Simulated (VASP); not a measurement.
# MnF2 (P4_2/mnm) in VASP: single point with PBEsol+U

Aim: the single point of MnF2 with PBEsol+U.

All numbers are computed with VASP 6.6.1; they aren't measurements. Logs are shortened: lines on timing, memory, paths and dates and some standing lists are left out, and cuts for length are marked.

## (1) The cell of the first run

The structure is tetragonal, space group P4_2/mnm (No. 136). Conventional cell: a = 4.873 Å, b = 4.873 Å, c = 3.310 Å, α = 90.00°, β = 90.00°, γ = 90.00°. Within 2.8 Å of Mn (site symmetry mmm) lie 6 F at 2.10 to 2.13 Å. F (site symmetry m2m) has 3 Mn at 2.10 to 2.13 Å and 1 F at 2.69 Å within 2.8 Å.

## (2) Single point, PBEsol+U, collinear spin, ferromagnetic start

Input file INCAR:

```
PREC = Accurate ; ENCUT = 520
EDIFF = 1E-6 ; ISMEAR = 0
SIGMA = 0.05 ; LREAL = F
LASPH = T ; NELM = 150
ALGO = Normal ; ISIF = 2
LWAVE = F ; LCHARG = F
ISPIN = 2 ; MAGMOM = 5 5 0 0 0 0
LORBIT = 11 ; LMAXMIX = 4
LDAU = T ; LDAUTYPE = 2
LDAUL = 2 -1 ; LDAUU = 4 0
LDAUJ = 0 0 ; LDAUPRINT = 1
GGA = PS ; NBANDS = 40
```

Input file KPOINTS:

```
Automatic mesh
0
Gamma
  5 5 7
```

Input file POSCAR:

```
MnF2
1.0
    4.8733996600      0.0000000000      0.0000000000
    0.0000000000      4.8733996600      0.0000000000
    0.0000000000      0.0000000000      3.3098997700
Mn F
2 4
Direct
    0.0000000000      0.0000000000      0.0000000000
    0.5000000000      0.5000000000      0.5000000000
    0.3050000000      0.3050000000      0.0000000000
    0.1950000000      0.8050000000      0.5000000000
    0.6950000000      0.6950000000      0.0000000000
    0.8050000000      0.1950000000      0.5000000000
```

Potentials or basis: VASP PAW PBE potentials, release 64 (Mn_pv, F).

Run with:

```bash
> cat potpaw_PBE.64/Mn_pv/POTCAR potpaw_PBE.64/F/POTCAR > POTCAR
> mpirun -np 1 vasp_std > vasp.out
```

OUTCAR:

```text
PREC = Accurate
   ENCUT = 520
   EDIFF = 1E-6
   ISMEAR = 0
   LREAL = F
   LASPH = T
   NELM = 150
   ISIF = 2
   ISPIN = 2
   LORBIT = 11
   GGA = PS

 ion  position               nearest neighbor table
   1  0.000  0.000  0.000-   3 2.10   5 2.10   4 2.13   6 2.13   4 2.13   6 2.13
   2  0.500  0.500  0.500-   4 2.10   6 2.10   5 2.13   3 2.13   3 2.13   5 2.13
   3  0.305  0.305  0.000-   1 2.10   2 2.13   2 2.13
   4  0.195  0.805  0.500-   2 2.10   1 2.13   1 2.13
   5  0.695  0.695  0.000-   1 2.10   2 2.13   2 2.13
   6  0.805  0.195  0.500-   2 2.10   1 2.13   1 2.13

  LATTYP: Found a simple tetragonal cell.
 ALAT       =     4.8733996600
 C/A-ratio  =     0.6791767556

  Lattice vectors:

 A1 = (   4.8733996600,   0.0000000000,   0.0000000000)
 A2 = (   0.0000000000,   4.8733996600,   0.0000000000)
 A3 = (   0.0000000000,   0.0000000000,   3.3098997700)

Analysis of symmetry for initial positions (statically):
=====================================================================
 Subroutine PRICEL returns:
 Original cell was already a primitive cell.

 Routine SETGRP: Setting up the symmetry group for a
 simple tetragonal supercell.

 Subroutine GETGRP returns: Found 16 space group operations
 (whereof  8 operations were pure point group operations)
 out of a pool of 16 trial point group operations.

The static configuration has the point symmetry D_2h.
 The point group associated with its full space group is D_4h.

Analysis of symmetry for dynamics (positions and initial velocities):
=====================================================================
 Subroutine PRICEL returns:
 Original cell was already a primitive cell.

 Routine SETGRP: Setting up the symmetry group for a
 simple tetragonal supercell.

 Subroutine GETGRP returns: Found 16 space group operations
 (whereof  8 operations were pure point group operations)
 out of a pool of 16 trial point group operations.

The dynamic configuration has the point symmetry D_2h.
 The point group associated with its full space group is D_4h.

Analysis of structural, dynamic, and magnetic symmetry:
=====================================================================
 Subroutine PRICEL returns:
 Original cell was already a primitive cell.

 Routine SETGRP: Setting up the symmetry group for a
 simple tetragonal supercell.

 Subroutine GETGRP returns: Found 16 space group operations
 (whereof  8 operations were pure point group operations)
 out of a pool of 16 trial point group operations.

The overall configuration has the point symmetry D_2h.
 The point group associated with its full space group is D_4h.

 Subroutine INISYM returns: Found 16 space group operations
 (whereof  8 operations are pure point group operations),
 and found     1 'primitive' translations

----------------------------------------------------------------------------------------

                                     Primitive cell

  volume of cell :      78.6102

  direct lattice vectors                    reciprocal lattice vectors
     4.873399660  0.000000000  0.000000000     0.205195566  0.000000000  0.000000000
     0.000000000  4.873399660  0.000000000     0.000000000  0.205195566  0.000000000
     0.000000000  0.000000000  3.309899770     0.000000000  0.000000000  0.302123952

[... 157 lines left out ...]
  o =  0.0575  v =  0.0000  0.0000  0.0000  0.0000  0.0000  0.0000 -0.7071  0.0000  0.7071 -0.0000      0.0000  0.0000  0.0000  0.0000  0.0000  0.0000  0.0000  0.0000  0.0000  0.0000
  o =  0.0624  v =  0.0000  0.0000  0.0000  0.0000  0.0000 -0.8016 -0.0000  0.5978  0.0000  0.0000      0.0000  0.0000  0.0000  0.0000  0.0000  0.0000  0.0000  0.0000  0.0000  0.0000
  o =  0.9445  v = -0.6094  0.0000 -0.7929  0.0000  0.0000  0.0000  0.0000  0.0000  0.0000  0.0000      0.0000  0.0000  0.0000  0.0000  0.0000  0.0000  0.0000  0.0000  0.0000  0.0000
  o =  0.9479  v =  0.0000 -0.0000  0.0000 -0.0000  1.0000  0.0000  0.0000  0.0000  0.0000  0.0000      0.0000  0.0000  0.0000  0.0000  0.0000  0.0000  0.0000  0.0000  0.0000  0.0000
  o =  0.9480  v =  0.0000  0.7071  0.0000  0.7071  0.0000  0.0000  0.0000  0.0000  0.0000  0.0000      0.0000  0.0000  0.0000  0.0000  0.0000  0.0000  0.0000  0.0000  0.0000  0.0000
  o =  0.9822  v =  0.0000  0.7071  0.0000 -0.7071  0.0000  0.0000  0.0000  0.0000  0.0000  0.0000      0.0000  0.0000  0.0000  0.0000  0.0000  0.0000  0.0000  0.0000  0.0000  0.0000
  o =  0.9857  v = -0.7929  0.0000  0.6094  0.0000 -0.0000  0.0000  0.0000  0.0000  0.0000  0.0000      0.0000  0.0000  0.0000  0.0000  0.0000  0.0000  0.0000  0.0000  0.0000  0.0000

atom =   2  type =  1  l = 2

 onsite density matrix

spin component  1

  0.9704  0.0000  0.0199  0.0000 -0.0000
  0.0000  0.9651  0.0000  0.0171  0.0000
  0.0199  0.0000  0.9598  0.0000 -0.0000
  0.0000  0.0171  0.0000  0.9651  0.0000
 -0.0000  0.0000 -0.0000  0.0000  0.9479

spin component  2

  0.0442  0.0000  0.0244  0.0000  0.0000
  0.0000  0.0361  0.0000  0.0215  0.0000
  0.0244  0.0000  0.0297  0.0000  0.0000
  0.0000  0.0215  0.0000  0.0361  0.0000
  0.0000  0.0000  0.0000  0.0000  0.0134

 occupancies and eigenvectors

  o =  0.0115  v =  0.0000  0.0000  0.0000  0.0000  0.0000 -0.5978  0.0000  0.8016  0.0000 -0.0000      0.0000  0.0000  0.0000  0.0000  0.0000  0.0000  0.0000  0.0000  0.0000  0.0000
  o =  0.0134  v =  0.0000  0.0000  0.0000  0.0000  0.0000 -0.0000 -0.0000  0.0000  0.0000  1.0000      0.0000  0.0000  0.0000  0.0000  0.0000  0.0000  0.0000  0.0000  0.0000  0.0000
  o =  0.0146  v =  0.0000  0.0000  0.0000  0.0000  0.0000  0.0000  0.7071  0.0000 -0.7071  0.0000      0.0000  0.0000  0.0000  0.0000  0.0000  0.0000  0.0000  0.0000  0.0000  0.0000
  o =  0.0575  v =  0.0000  0.0000  0.0000  0.0000  0.0000  0.0000 -0.7071  0.0000 -0.7071 -0.0000      0.0000  0.0000  0.0000  0.0000  0.0000  0.0000  0.0000  0.0000  0.0000  0.0000
  o =  0.0624  v =  0.0000  0.0000  0.0000  0.0000  0.0000 -0.8016  0.0000 -0.5978  0.0000 -0.0000      0.0000  0.0000  0.0000  0.0000  0.0000  0.0000  0.0000  0.0000  0.0000  0.0000
  o =  0.9445  v = -0.6094  0.0000  0.7929 -0.0000  0.0000  0.0000  0.0000  0.0000  0.0000  0.0000      0.0000  0.0000  0.0000  0.0000  0.0000  0.0000  0.0000  0.0000  0.0000  0.0000
  o =  0.9479  v =  0.0000  0.0000 -0.0000 -0.0000  1.0000  0.0000  0.0000  0.0000  0.0000  0.0000      0.0000  0.0000  0.0000  0.0000  0.0000  0.0000  0.0000  0.0000  0.0000  0.0000
  o =  0.9480  v = -0.0000 -0.7071  0.0000  0.7071  0.0000  0.0000  0.0000  0.0000  0.0000  0.0000      0.0000  0.0000  0.0000  0.0000  0.0000  0.0000  0.0000  0.0000  0.0000  0.0000
  o =  0.9822  v = -0.0000 -0.7071 -0.0000 -0.7071  0.0000  0.0000  0.0000  0.0000  0.0000  0.0000      0.0000  0.0000  0.0000  0.0000  0.0000  0.0000  0.0000  0.0000  0.0000  0.0000
  o =  0.9857  v = -0.7929  0.0000 -0.6094  0.0000  0.0000  0.0000  0.0000  0.0000  0.0000  0.0000      0.0000  0.0000  0.0000  0.0000  0.0000  0.0000  0.0000  0.0000  0.0000  0.0000

 number of electron      54.0000033 magnetization      10.0000018

 Free energy of the ion-electron system (eV)
  ---------------------------------------------------
  ext. energy  EPLUGINS =         0.00000000
  ---------------------------------------------------
  free energy    TOTEN  =       -39.11562399 eV

  energy without entropy =      -39.11562399  energy(sigma->0) =      -39.11562399

 E-fermi :   2.2927     XC(G=0):  -9.9854

 val. band max:        2.0320534886   @ k =   0.0000   0.0000   0.0000
 cond. band min:       4.2834815586   @ k =   0.0000   0.0000   0.0000
 fundamental gap:      2.2514280700
 Fermi energy:         2.2926863969

 spin component 1

 k-point     1 :       0.0000    0.0000    0.0000
  band No.  band energies     occupation
      1     -46.7173      1.00000
      2     -46.7173      1.00000
      3     -46.6597      1.00000
      4     -46.6597      1.00000
      5     -46.6550      1.00000
      6     -46.6531      1.00000
[... 997 lines left out ...]
     38      12.2855      0.00000
     39      12.4436      0.00000
 Fermi energy:         2.2926863969

 spin component 2

 k-point     1 :       0.0000    0.0000    0.0000
  band No.  band energies     occupation
      1     -41.7279      1.00000
      2     -41.7279      1.00000
      3     -41.6622      1.00000
      4     -41.6622      1.00000
      5     -41.6542      1.00000
      6     -41.6514      1.00000
[... 997 lines left out ...]
     38      13.0631      0.00000
     39      13.4821      0.00000
 [bands above 39 left out]

------------------------ aborting loop because EDIFF is reached ----------------------------------------

  FORCE on cell =-STRESS in cart. coord.  units (eV):
  Direction    XX          YY          ZZ          XY          YZ          ZX
  --------------------------------------------------------------------------------------
  -------------------------------------------------------------------------------------
  Total        0.3366871      0.3366871      0.2528276     -0.0000000      0.0000000      0.0000000
  in kB        6.8621187      6.8621187      5.1529525     -0.0000000      0.0000000      0.0000000
  external PRESSURE =       6.2923966 kB  Pullay stress =       0.0000000 kB

 VOLUME and BASIS-vectors are now :
 -----------------------------------------------------------------------------
  energy-cutoff  :      520.00
  volume of cell :       78.61
      direct lattice vectors                 reciprocal lattice vectors
     4.873399660  0.000000000  0.000000000     0.205195566  0.000000000  0.000000000
     0.000000000  4.873399660  0.000000000     0.000000000  0.205195566  0.000000000
     0.000000000  0.000000000  3.309899770     0.000000000  0.000000000  0.302123952

 POSITION                                       TOTAL-FORCE (eV/Angst)
 -----------------------------------------------------------------------------------
      0.00000      0.00000      0.00000        -0.000000      0.000000      0.000000
      2.43670      2.43670      1.65495        -0.000000      0.000000      0.000000
      1.48639      1.48639      0.00000         0.005855      0.005855     -0.000000
      0.95031      3.92309      1.65495        -0.005855      0.005855     -0.000000
      3.38701      3.38701      0.00000        -0.005855     -0.005855      0.000000
      3.92309      0.95031      1.65495         0.005855     -0.005855      0.000000
 -----------------------------------------------------------------------------------
    total drift:                                0.000000      0.000000      0.000000

  FREE ENERGIE OF THE ION-ELECTRON SYSTEM (eV)
  ---------------------------------------------------
  free  energy   TOTEN  =       -39.1156239859 eV

  energy  without entropy=      -39.1156239859  energy(sigma->0) =      -39.11562399

 total charge

# of ion       s       p       d       tot
------------------------------------------
    1        0.168   6.152   4.949  11.268
    2        0.168   6.152   4.949  11.268
    3        1.731   4.363   0.000   6.094
    4        1.731   4.363   0.000   6.094
    5        1.731   4.363   0.000   6.094
    6        1.731   4.363   0.000   6.094
--------------------------------------------------
tot          7.260  29.757   9.897  46.914

 magnetization (x)

# of ion       s       p       d       tot
------------------------------------------
    1        0.024   0.023   4.639   4.685
    2        0.024   0.023   4.639   4.685
    3        0.006   0.047   0.000   0.054
    4        0.006   0.047   0.000   0.054
    5        0.006   0.047   0.000   0.054
    6        0.006   0.047   0.000   0.054
--------------------------------------------------
tot          0.073   0.234   9.278   9.585
```

Run time: 4 min. Hardware: 1 thread of AMD EPYC, shared host; peak memory 0.24 GiB.

What came out:

```yaml
Free_energy: -39.1156 eV
Pressure: 0.6 GPa
Largest_force: 0.008 eV/Å
Band_gap_on_the_k_mesh: 2.25 eV
Net_moment: 10.00 μB per cell
Site_moments: Mn +4.68; F +0.05 μB
Valence_electrons_inside_the_program's_atomic_spheres: Mn 11.27; F 6.09
```

Forces in eV/Å, atoms in the order of the input:
```
Mn   0.000  0.000  0.000
Mn   0.000  0.000  0.000
F    0.006  0.006  0.000
F   -0.006  0.006  0.000
F   -0.006 -0.006  0.000
F    0.006 -0.006  0.000
```

Eigenvalues of the final occupation matrices:
| site | spin | trace | eigenvalues |
| --- | --- | --- | --- |
| site 1 d | 1 | 4.81 | 0.94 0.95 0.95 0.98 0.99 |
| site 1 d | 2 | 0.16 | 0.01 0.01 0.01 0.06 0.06 |
| site 2 d | 1 | 4.81 | 0.94 0.95 0.95 0.98 0.99 |
| site 2 d | 2 | 0.16 | 0.01 0.01 0.01 0.06 0.06 |

Caveat: the PAW data sets were made with another functional, which shifts forces and pressure a little; an odd mesh through Γ misses points on the zone boundary, where band edges can lie; only a ferromagnetic start was run, and an antiferromagnetic order may lie lower in energy.
